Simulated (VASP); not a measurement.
# KGe3: single point with PBE

KGe3:

```
K Ge
1.0
     8.35115    0.00000    0.00000
     0.00000    8.35115    0.00000
     0.00000    0.00000    8.35115
K Ge
2 6
Cartesian
  4.1756 4.1756 4.1756
  0.0000 0.0000 0.0000
  5.3273 0.0000 0.0000
  3.0238 0.0000 0.0000
  0.0000 5.3273 0.0000
  0.0000 3.0238 0.0000
  0.0000 0.0000 5.3273
  0.0000 0.0000 3.0238
```

```
Program                : VASP 6.6.1
Task                   : single point
Functional             : PBE
Potentials or basis    : VASP PAW PBE potentials, release 64 (K_sv, Ge_d)
Cutoff                 : 520 eV
k mesh                 : 6 × 6 × 6
Occupations            : gaussian, width 0.1 eV
Spin                   : no spin polarisation
Dipole correction      : no
Further INCAR settings : ALGO = Normal; EDIFF = 1e-06; NBANDS = 61
```

| Property | Result |
| --- | --- |
| Pressure | 0.0 GPa |
| Largest force | 0.007 eV/Å |
| Band gap on the k mesh | zero (band 51 reaches -1.15 eV, above the bottom of band 52 at -1.59 eV) |

Forces on the atoms (eV/Å):
```
K    0.000  0.000  0.000
K    0.000  0.000  0.000
Ge  -0.007  0.000  0.000
Ge   0.007  0.000  0.000
Ge   0.000 -0.007  0.000
Ge   0.000  0.007  0.000
Ge   0.000  0.000 -0.007
Ge   0.000  0.000  0.007
```

Levels at points of the mesh, in eV from the Fermi level:
| k point | band 47 | band 48 | band 49 | band 50 | band 51 | band 52 | band 53 | band 54 |
| --- | --- | --- | --- | --- | --- | --- | --- | --- |
| (0.00, 0.00, 0.00) | -0.40 | -0.40 | -0.18 | -0.18 | -0.15 | -0.15 | -0.15 | 1.12 |
| (0.50, 0.00, 0.00) | -0.48 | -0.48 | -0.28 | -0.28 | -0.18 | -0.18 | 0.19 | 1.13 |
| (0.50, 0.50, 0.00) | -0.72 | -0.70 | -0.48 | -0.48 | 0.09 | 0.09 | 0.25 | 1.83 |
| (0.50, 0.50, 0.50) | -0.88 | -0.43 | -0.43 | -0.43 | 0.26 | 0.26 | 0.26 | 1.65 |

Run time: 12 min on 1 thread of Intel(R) Xeon(R) Platinum 8375C CPU @ 2.90GHz (Ice Lake), on a shared host, peak memory 0.9 GiB.
